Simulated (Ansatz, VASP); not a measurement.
## Sb in VASP and in Ansatz

File POSCAR:

```
Sb
1.0
    2.1616083304      1.2480051515      3.6796745313
   -2.1616083304      1.2480051515      3.6796745313
    0.0000000000     -2.4960103029      3.6796745313
Sb
2
Direct
    0.2361487230      0.2361487230      0.2361487230
    0.7638512770      0.7638512770      0.7638512770
```

The input INCAR.step1:

```
SYSTEM = Sb
ALGO     = Normal         ! electronic algorithm
EDIFF    = 1E-4           ! SCF threshold, eV
ENCUT    = 520            ! plane-wave cutoff, eV
GGA      = PE             ! functional
ISMEAR   = 0              ! smearing method
LASPH    = .TRUE.         ! aspherical terms in the spheres
LCHARG   = .FALSE.        ! write CHGCAR
LREAL    = .FALSE.        ! projectors in reciprocal space
LWAVE    = .TRUE.         ! write WAVECAR
NBANDS   = 12             ! bands
NELM     = 80             ! most SCF steps
PREC     = Accurate       ! precision mode
SIGMA    = 0.1            ! smearing width, eV
```

The input INCAR.step2:

```
SYSTEM = Sb
ALGO     = Normal         ! electronic algorithm
EDIFF    = 1E-6           ! SCF threshold, eV
ENCUT    = 520            ! plane-wave cutoff, eV
ISIF     = 2              ! what is computed and relaxed
ISMEAR   = 0              ! smearing method
ISTART   = 1            
LASPH    = .TRUE.         ! aspherical terms in the spheres
LCHARG   = .TRUE.         ! write CHGCAR
LELF     = .TRUE.         ! ELF
LMIXTAU  = .TRUE.       
LREAL    = .FALSE.        ! projectors in reciprocal space
LVHAR    = .TRUE.       
LWAVE    = .FALSE.        ! write WAVECAR
METAGGA  = R2SCAN         ! meta-GGA
NBANDS   = 12             ! bands
NELM     = 80             ! most SCF steps
PREC     = Accurate       ! precision mode
SIGMA    = 0.1            ! smearing width, eV
```

File KPOINTS:

```
k-points
0
G
  12 12 12
  0 0 0
```

Input for Ansatz:

```yaml
crystal:
  lattice:
    - [2.1616083255, 1.2480051486, 3.6796745288]
    - [-2.1616083255, 1.2480051486, 3.6796745288]
    - [0.0, -2.4960102972, 3.6796745288]
  atoms:
    - { symbol: Sb, position: [0.2361487235, 0.2361487235, 0.2361487235] }
    - { symbol: Sb, position: [0.7638512765, 0.7638512765, 0.7638512765] }
basis:
  ecutwfc: 500
kpoints:
  mp_grid: { grid: [12, 12, 12] }
  band_path:
    path:
      - [[0.0, 0.0, 0.0], [0.5, 0.5, 0.5], [0.75664617, 0.24335383, 0.5]]
      - [[0.5, -0.24335383, 0.24335383], [0.5, 0.0, 0.0], [0.0, 0.0, 0.0], [0.37167692, -0.37167692, 0.0]]
      - [[0.62832308, 0.0, 0.37167692], [0.5, 0.0, 0.5], [0.0, 0.0, 0.0]]
    npoints: 14
hamiltonian:
  xc: r2scan
scf:
  occupations: { method: gaussian, width: 0.1 }
  n_extra_bands: 6
output:
  forces: true
  stress: true
  eigenvalues: true
  populations: true
  dos: { projected: true, de: 0.02, nscf_kmesh: { grid: [18, 18, 18] } }
  bader: true
  write_density: true
  write_potential: true
  elf: true
  volumetric_format: npy
```

Alike in both runs: task single point; functional r2SCAN; k mesh 12 × 12 × 12; occupations gaussian, width 0.1 eV; no spin polarisation.

|  | VASP | Ansatz |
| --- | --- | --- |
| version | VASP 6.6.1 | Ansatz 0.2.0 |
| potentials or method | VASP PAW PBE potentials, release 64 (Sb), cutoff 520 eV | scalar-relativistic, plane waves, PAW |
| valence electrons in the cell | 10 | 30 |

Ansatz gave:

| Item | Value |
| --- | --- |
| gap on the k mesh at the Fermi level (eV) | none |
| pressure (GPa) | 1.6 |
| traceless stress, the component that is largest in VASP (GPa) | 0.20 |
| rms of the force components (eV/Å) | 0.086 |

Q: Which values does VASP return?

A: gap on the k mesh at the Fermi level (eV): none; pressure (GPa): 1.7; traceless stress, the component that is largest in VASP (GPa): 0.18; rms of the force components (eV/Å): 0.059.

VASP's potentials were made for PBE, not for r2SCAN. Atom by atom the forces differ by 0.027 eV/Å (rms over components). A gap of «none» marks a metal or a gap that the smearing closes. VASP's potentials hold 10 valence electrons a cell and Ansatz's 30, so a difference there can come from the potentials and not from the codes.

Spin-orbit coupling is off throughout.
